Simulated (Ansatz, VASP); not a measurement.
# One calculation of Bi, two programs

```
CELL_PARAMETERS angstrom
0.00000 3.43617 3.43617
3.43617 0.00000 3.43617
3.43617 3.43617 0.00000
ATOMIC_POSITIONS crystal
Bi 0.12500 0.12500 0.12500
Bi 0.87500 0.87500 0.87500
```

Alike in both runs: task single point; functional PBEsol; k mesh 9 × 9 × 9; occupations fermi-dirac, width 0.1 eV; no spin polarisation.

|  | VASP | Ansatz |
| --- | --- | --- |
| version | VASP 6.6.1 | Ansatz 0.2.0 |
| potentials or method | VASP PAW PBE potentials, release 64 (Bi_d), cutoff 520 eV | plane waves (420 eV) with PAW, scalar-relativistic |
| valence electrons in the cell | 30 | 30 |

|  | VASP | Ansatz | Ansatz less VASP |
| --- | --- | --- | --- |
| pressure (GPa) | 5.4 | 5.4 | +0.06 |

VASP's potentials were made for PBE, not for PBEsol, and Ansatz warns of the same on its side. The functional is the same, so the differences come from potentials, cutoffs and numerics.

Spin-orbit coupling is off throughout.
